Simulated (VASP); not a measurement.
# Hf in VASP: notebook

Hf is run at these levels: PBE; tasks: single point.

Everything below comes from runs of VASP 6.6.1. Logs are shortened: lines on timing, memory, paths and dates and some standing lists are left out, and cuts for length are marked.

### Step 1. The cell of the first run

The cell holds a slab with vacuum, 5 atoms: a = 3.205 Å, b = 3.205 Å, c = 25.135 Å, α = 90.00°, β = 90.00°, γ = 120.00°.

### Step 2. Single point, PBE

Contents of INCAR:

```
SYSTEM = Hf
PREC = Accurate
ENCUT = 520
EDIFF = 1E-6
ISMEAR = 0
SIGMA = 0.1
LREAL = .FALSE.
LASPH = .TRUE.
NELM = 80
ALGO = Fast
ISIF = 2
LWAVE = .FALSE.
LCHARG = .FALSE.
LDIPOL = .TRUE.
IDIPOL = 3
DIPOL = 0.5 0.5 0.500
GGA = PE
NBANDS = 33
```

Contents of KPOINTS:

```
regular mesh
0
G
  12 12 1
  0 0 0
```

Contents of POSCAR:

```
Hf
1.0
    3.2047645027      0.0000000000      0.0000000000
   -1.6023822513      2.7754074724      0.0000000000
    0.0000000000      0.0000000000     25.1351545635
Hf
5
Direct
    0.3333333333      0.6666666667      0.2983868661
    0.6666666667      0.3333333333      0.3991934331
    0.3333333333      0.6666666667      0.5000000000
    0.6666666667      0.3333333333      0.6008065669
    0.3333333333      0.6666666667      0.7016131339
```

Potentials or basis: VASP PAW PBE potentials, release 64 (Hf_pv).

Started as:

```sh
cat potpaw_PBE.64/Hf_pv/POTCAR > POTCAR
mpirun -np 1 vasp_std > vasp.out
```

OUTCAR:

```text
SYSTEM = Hf
   PREC = Accurate
   ENCUT = 520
   EDIFF = 1E-6
   ISMEAR = 0
   LREAL = .FALSE.
   LASPH = .TRUE.
   NELM = 80
   ISIF = 2
   GGA = PE

 ion  position               nearest neighbor table
   1  0.333  0.667  0.298-   2 3.14   2 3.14   2 3.14
   2  0.667  0.333  0.399-   3 3.14   3 3.14   3 3.14   1 3.14   1 3.14   1 3.14
   3  0.333  0.667  0.500-   2 3.14   4 3.14   2 3.14   4 3.14   2 3.14   4 3.14
   4  0.667  0.333  0.601-   3 3.14   3 3.14   3 3.14   5 3.14   5 3.14   5 3.14
   5  0.333  0.667  0.702-   4 3.14   4 3.14   4 3.14

  LATTYP: Found a hexagonal cell.
 ALAT       =     3.2047645027
 C/A-ratio  =     7.8430582161

  Lattice vectors:

 A1 = (   3.2047645027,   0.0000000000,   0.0000000000)
 A2 = (  -1.6023822513,   2.7754074724,   0.0000000000)
 A3 = (   0.0000000000,   0.0000000000,  25.1351545635)

Analysis of symmetry for initial positions (statically):
=====================================================================
 Subroutine PRICEL returns:
 Original cell was already a primitive cell.

 Routine SETGRP: Setting up the symmetry group for a
 hexagonal supercell.

 Subroutine GETGRP returns: Found 12 space group operations
 (whereof 12 operations were pure point group operations)
 out of a pool of 24 trial point group operations.

The static configuration has the point symmetry D_3h.

Analysis of symmetry for dynamics (positions and initial velocities):
=====================================================================
 Subroutine PRICEL returns:
 Original cell was already a primitive cell.

 Routine SETGRP: Setting up the symmetry group for a
 hexagonal supercell.

 Subroutine GETGRP returns: Found 12 space group operations
 (whereof 12 operations were pure point group operations)
 out of a pool of 24 trial point group operations.

The dynamic configuration has the point symmetry D_3h.

 Subroutine INISYM returns: Found 12 space group operations
 (whereof 12 operations are pure point group operations),
 and found     1 'primitive' translations

----------------------------------------------------------------------------------------

                                     Primitive cell

  volume of cell :     223.5653

  direct lattice vectors                    reciprocal lattice vectors
     3.204764503  0.000000000  0.000000000     0.312035408  0.180153727  0.000000000
    -1.602382251  2.775407472  0.000000000     0.000000000  0.360307454  0.000000000
     0.000000000  0.000000000 25.135154563     0.000000000  0.000000000  0.039784915

  length of vectors
     3.204764503  3.204764503 25.135154563     0.360307454  0.360307454  0.039784915

  position of ions in fractional coordinates (direct lattice)
     0.333333333  0.666666667  0.298386866
     0.666666667  0.333333333  0.399193433
     0.333333333  0.666666667  0.500000000
     0.666666667  0.333333333  0.600806567
     0.333333333  0.666666667  0.701613134

  ion indices of the primitive-cell ions
   primitive index   ion index
                 1           1
                 2           2
                 3           3
                 4           4
                 5           5

----------------------------------------------------------------------------------------

 KPOINTS: regular mesh

Automatic generation of k-mesh.
 Grid dimensions read from file:
 generate k-points for:   12   12    1

 Generating k-lattice:

  Cartesian coordinates                     Fractional coordinates (reciprocal lattice)
     0.026002951  0.015012811  0.000000000     0.083333333  0.000000000  0.000000000
     0.000000000  0.030025621  0.000000000     0.000000000  0.083333333  0.000000000
     0.000000000  0.000000000  0.039784915     0.000000000  0.000000000  1.000000000

  Length of vectors
     0.030025621  0.030025621  0.039784915

  Shift w.r.t. Gamma in fractional coordinates (k-lattice)
     0.000000000  0.000000000  0.000000000

 Subroutine IBZKPT returns following result:
 ===========================================

 Found     19 irreducible k-points:

 Following reciprocal coordinates:
            Coordinates               Weight
  0.000000  0.000000  0.000000      1.000000
  0.083333 -0.000000  0.000000      6.000000
  0.166667 -0.000000  0.000000      6.000000
  0.250000 -0.000000  0.000000      6.000000
  0.333333 -0.000000  0.000000      6.000000
  0.416667 -0.000000  0.000000      6.000000
[... 11 lines left out ...]
  0.333333  0.250000  0.000000     12.000000
  0.333333  0.333333  0.000000      2.000000
   k-points           NKPTS =     19   k-points in BZ     NKDIM =     19   number of bands    NBANDS=     33
   number of dos      NEDOS =    301   number of ions     NIONS =      5
   total plane-waves  NPLWV = 110592
   dimension x,y,z NGX =    24 NGY =   24 NGZ =  192
   dimension x,y,z NGXF=    48 NGYF=   48 NGZF=  384
   ions per type =               5
   NGX,Y,Z   is equivalent  to a cutoff of  12.45, 12.45, 12.70 a.u.
   NGXF,Y,Z  is equivalent  to a cutoff of  24.90, 24.90, 25.40 a.u.
 SYSTEM =  Hf
   PREC   = accura    normal or accurate (medium, high low for compatibility)
   ISTART =      0    job   : 0-new  1-cont  2-samecut
   ICHARG =      2    charge: 1-file 2-atom 10-const
   ISPIN  =      1    spin polarized calculation?
   LNONCOLLINEAR =      F non collinear calculations
   LSORBIT =      F    spin-orbit coupling
   LASPH  =      T    aspherical Exc in radial PAW
   ENCUT  =  520.0 eV  38.22 Ry    6.18 a.u.   5.96  5.96 46.73*2*pi/ulx,y,z
   NELM   =     80;   NELMIN=  2; NELMDL= -5     # of ELM steps
   EDIFF  = 0.1E-05   stopping-criterion for ELM
   LREAL  =      F    real-space projection
   EDIFFG = 0.1E-04   stopping-criterion for IOM
   NSW    =      0    number of steps for IOM
   IBRION =     -1    ionic relax: 0-MD 1-quasi-New 2-CG
   NFREE  =      0    steps in history (QN), initial steepest desc. (CG)
   ISIF   =      2    stress and relaxation
   ISYM   =      2    0-nonsym 1-usesym 2-fastsym
   POTIM  = 0.5000    time-step for ionic-motion
   TEBEG  =    0.0;   TEEND  =   0.0 temperature during run
   PSTRESS=    0.0 pullay stress
   NELECT =      50.0000    total number of electrons
   NUPDOWN=      -1.0000    fix difference up-down
   EMIN   =  10.00;   EMAX   =-10.00  energy-range for DOS
   EFERMI =   0.00;   METHOD = LEGACY
   ISMEAR =     0;   SIGMA  =   0.10  broadening in eV -4-tet -1-fermi 0-gaus
   EFERMI_NEDOS =   21; number of points for ismear=-14 and -15
   IALGO  =     68    algorithm
   IMIX   =      4    mixing-type and parameters
     AMIX     =   0.40;   BMIX     =  1.00
     AMIX_MAG =   1.60;   BMIX_MAG =  1.00
  volume/ion in A,a.u.               =      44.71       301.74
  Fermi-wavevector in a.u.,A,eV,Ry     =   0.993718  1.877856 13.435432  0.987476
  Thomas-Fermi vector in A             =   2.125620
   LORBIT       =      0    0 simple, 1 ext, 2 COOP (PROOUT), +10 PAW based schemes
   GGA     = PE    functional components
   LHFCALC =     F    Hartree Fock is set to
   AEXX    =    0.0000 exact exchange contribution
   IVDW    =     0    specifies the selected vdW correction
   LEPSILON=     F    determine dielectric tensor
   LRPA    =     F    only Hartree local field effects (RPA)
 non-spin polarized calculation
 RMM-DIIS sequential band-by-band and
 Gauss-broadening in eV      SIGMA  =   0.10
  energy-cutoff  :      520.00
  volume of cell :      223.57
 maximum number of plane-waves:      6068
 NGX is ok and might be reduce to    24
   NGX = 11   NGY = 11   NGZ = 93

 dipolmoment           0.000000      0.000000      0.000000 electrons x Angstroem

 number of electron      50.0000011 magnetization

 dipolmoment           0.000000      0.000000     -0.000000 electrons x Angstroem

 Free energy of the ion-electron system (eV)
  ---------------------------------------------------
  ext. energy  EPLUGINS =         0.00000000
  ---------------------------------------------------
  free energy    TOTEN  =       -47.57694684 eV

  energy without entropy =      -47.53088170  energy(sigma->0) =      -47.55391427

 E-fermi :   0.3904     XC(G=0):  -6.5111

 val. band max:        0.3802259474   @ k =   0.0833   0.0833   0.0000
 cond. band min:       0.3911459205   @ k =   0.3333   0.1667   0.0000
 fundamental gap:      0.0109199731
 Fermi energy:         0.3904058556

 k-point     1 :       0.0000    0.0000    0.0000
  band No.  band energies     occupation
      1     -30.7288      2.00000
      2     -30.7023      2.00000
      3     -30.4144      2.00000
      4     -30.1935      2.00000
      5     -30.1935      2.00000
      6     -30.1935      2.00000
[... 25 lines left out ...]
     32       1.6892      0.00000
     33       1.8921      0.00000

 k-point     2 :       0.0833   -0.0000    0.0000
  band No.  band energies     occupation
      1     -30.7179      2.00000
      2     -30.6948      2.00000
      3     -30.4116      2.00000
      4     -30.2372      2.00000
      5     -30.2294      2.00000
      6     -30.2024      2.00000
[... 25 lines left out ...]
     32       1.8649      0.00000
     33       1.9716      0.00000

 k-point     3 :       0.1667   -0.0000    0.0000
  band No.  band energies     occupation
      1     -30.6887      2.00000
      2     -30.6747      2.00000
      3     -30.4145      2.00000
      4     -30.3443      2.00000
      5     -30.3167      2.00000
      6     -30.2267      2.00000
[... 25 lines left out ...]
     32       2.0528      0.00000
     33       2.2733      0.00000

 k-point     4 :       0.2500   -0.0000    0.0000
  band No.  band energies     occupation
      1     -30.6528      2.00000
      2     -30.6499      2.00000
      3     -30.4928      2.00000
      4     -30.4807      2.00000
      5     -30.3651      2.00000
      6     -30.2597      2.00000
[... 493 lines left out ...]
     32       1.8780      0.00000
     33       2.4783      0.00000

 k-point    18 :       0.3333    0.2500    0.0000
  band No.  band energies     occupation
      1     -30.6527      2.00000
      2     -30.6508      2.00000
      3     -30.5934      2.00000
      4     -30.5868      2.00000
      5     -30.5002      2.00000
      6     -30.4961      2.00000
[... 25 lines left out ...]
     32       2.3355      0.00000
     33       2.6875      0.00000

 k-point    19 :       0.3333    0.3333    0.0000
  band No.  band energies     occupation
      1     -30.5983      2.00000
      2     -30.5937      2.00000
      3     -30.5874      2.00000
      4     -30.5794      2.00000
      5     -30.5759      2.00000
      6     -30.5751      2.00000
[... 25 lines left out ...]
     32       2.5073      0.00000
     33       2.7867      0.00000

------------------------ aborting loop because EDIFF is reached ----------------------------------------

 vacuum level on the upper side and lower side of the slab       (xc-potential included)        -0.232        -0.232

  FORCE on cell =-STRESS in cart. coord.  units (eV):
  Direction    XX          YY          ZZ          XY          YZ          ZX
  --------------------------------------------------------------------------------------
  -------------------------------------------------------------------------------------
  Total       -2.5938695     -2.5938695     -3.0482222     -0.0000000      0.0000000      0.0000000
  in kB      -18.5889249    -18.5889249    -21.8450360     -0.0000000      0.0000000      0.0000000
  external PRESSURE =     -19.6742953 kB  Pullay stress =       0.0000000 kB

 VOLUME and BASIS-vectors are now :
 -----------------------------------------------------------------------------
  energy-cutoff  :      520.00
  volume of cell :      223.57
      direct lattice vectors                 reciprocal lattice vectors
     3.204764503  0.000000000  0.000000000     0.312035408  0.180153727  0.000000000
    -1.602382251  2.775407472  0.000000000     0.000000000  0.360307454  0.000000000
     0.000000000  0.000000000 25.135154563     0.000000000  0.000000000  0.039784915

 POSITION                                       TOTAL-FORCE (eV/Angst)
 -----------------------------------------------------------------------------------
     -0.00000      1.85027      7.50000        -0.000000     -0.000000      0.689572
      1.60238      0.92514     10.03379         0.000000      0.000000     -0.781271
     -0.00000      1.85027     12.56758         0.000000     -0.000000      0.000000
      1.60238      0.92514     15.10137         0.000000      0.000000      0.781271
     -0.00000      1.85027     17.63515        -0.000000     -0.000000     -0.689572
 -----------------------------------------------------------------------------------
    total drift:                                0.000000     -0.000000     -0.000000

  FREE ENERGIE OF THE ION-ELECTRON SYSTEM (eV)
  ---------------------------------------------------
  free  energy   TOTEN  =       -47.5769468380 eV

  energy  without entropy=      -47.5308816995  energy(sigma->0) =      -47.55391427

 vacuum level on the upper side and lower side of the slab         4.571         4.571
```

Run time: 5.9 min. Hardware: 1 thread of Intel Xeon Platinum 8488C (Sapphire Rapids), shared host; peak memory 0.38 GiB.

What came out:

| Quantity | Value |
| --- | --- |
| Free energy | -47.5769 eV |
| Largest force | 0.781 eV/Å |
| Band gap on the k mesh | zero (bands 25 and 26 overlap by 1.21 eV) |

Forces in eV/Å, atoms in the order of the input:
```
Hf   0.000  0.000  0.690
Hf   0.000  0.000 -0.781
Hf   0.000  0.000  0.000
Hf   0.000  0.000  0.781
Hf   0.000  0.000 -0.690
```

Caveat: spin-orbit coupling is left out, which moves the levels of the heavy elements.

### Step 3. Single point, PBE

Contents of INCAR:

```
PREC     = Accurate       # precision mode
ENCUT    = 520            # plane-wave cutoff, eV
EDIFF    = 1E-6           # SCF threshold, eV
ISMEAR   = 0              # smearing method
SIGMA    = 0.1            # smearing width, eV
LREAL    = False          # projectors in reciprocal space
LASPH    = True           # aspherical terms in the spheres
NELM     = 80             # most SCF steps
ALGO     = Fast           # electronic algorithm
ISIF     = 2              # what is computed and relaxed
LWAVE    = False          # write WAVECAR
LCHARG   = False          # write CHGCAR
LDIPOL   = True         
IDIPOL   = 3            
DIPOL    = 0.5 0.5 0.500
GGA      = PE             # functional
NBANDS   = 33             # bands
```

Contents of KPOINTS:

```
regular mesh
0
Gamma
  12 12 1
```

Contents of POSCAR:

```
Hf
1.0
    3.2047645027      0.0000000000      0.0000000000
   -1.6023822513      2.7754074725      0.0000000000
    0.0000000000      0.0000000000     25.1351545635
Hf
5
Direct
    0.3333333333      0.6666666667      0.3027881003
    0.6666666667      0.3333333333      0.3970130787
    0.3333333333      0.6666666667      0.4999999950
    0.6666666667      0.3333333333      0.6029869265
    0.3333333333      0.6666666667      0.6972118994
```

Potentials or basis: VASP PAW PBE potentials, release 64 (Hf_pv).

Started as:

```sh
cat potpaw_PBE.64/Hf_pv/POTCAR > POTCAR
mpirun -np 1 vasp_std > vasp.out
```

Run time: 4.8 min. Hardware: 1 thread of Intel Xeon Platinum 8488C (Sapphire Rapids), shared host; peak memory 0.38 GiB.

Results (log left out):

```
Free energy            : -47.7169 eV
Largest force          : 0.051 eV/Å
Band gap on the k mesh : zero (bands 25 and 26 overlap by 1.51 eV)
```

Forces on the atoms (eV/Å):
```
Hf   0.000  0.000  0.051
Hf   0.000  0.000 -0.029
Hf   0.000  0.000  0.000
Hf   0.000  0.000  0.029
Hf   0.000  0.000 -0.051
```

Levels at points of the mesh, in eV from the Fermi level:
```tsv
k point	band 21	band 22	band 23	band 24	band 25	band 26	band 27	band 28	band 29	band 30
(0.00, 0.00, 0.00)	-0.25	-0.04	0.49	0.50	1.02	1.02	1.12	1.12	1.15	1.15
(0.50, 0.00, 0.00)	-1.74	-1.29	-1.14	-0.88	0.33	0.44	1.03	1.30	1.32	1.49
```

Caveat: spin-orbit coupling is left out, which moves the levels of the heavy elements.
